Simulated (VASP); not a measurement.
The system is BN.

```
B N
1.0
     0.00000    1.83129    1.83129
     1.83129    0.00000    1.83129
     1.83129    1.83129    0.00000
B N
1 1
Direct
  0.00000 0.00000 0.00000
  0.75000 0.75000 0.75000
```

This cell differs from its parent crystal: volume scaled by 1.04.

Base run:

```yaml
Program: VASP 6.6.1
Functional: PBE
Potentials_or_basis: VASP PAW PBE potentials, release 64 (B, N)
Cutoff: 520 eV
k_mesh: 13 × 13 × 13
Occupations: fermi-dirac, width 0.03 eV
Spin: no spin polarisation
```

Its results: band gap on the k mesh 4.49 eV, indirect (least direct gap 8.63 eV); pressure -10.8 GPa.

Problem. The run is repeated on the same cell with these changes: functional from PBE to PBEsol; further incar settings from ALGO = Normal; EDIFF = 1e-08; NBANDS = 11 to ALGO = Normal; EDIFF = 1e-08; NBANDS = 11; ISYM = 0. What comes out?

Solution. Band gap on the k mesh 4.31 eV, indirect (least direct gap 8.58 eV); pressure -16.2 GPa.

Caveats: the PAW data sets were made with another functional, which shifts forces and pressure a little (some runs).

A k mesh can miss the band edges.
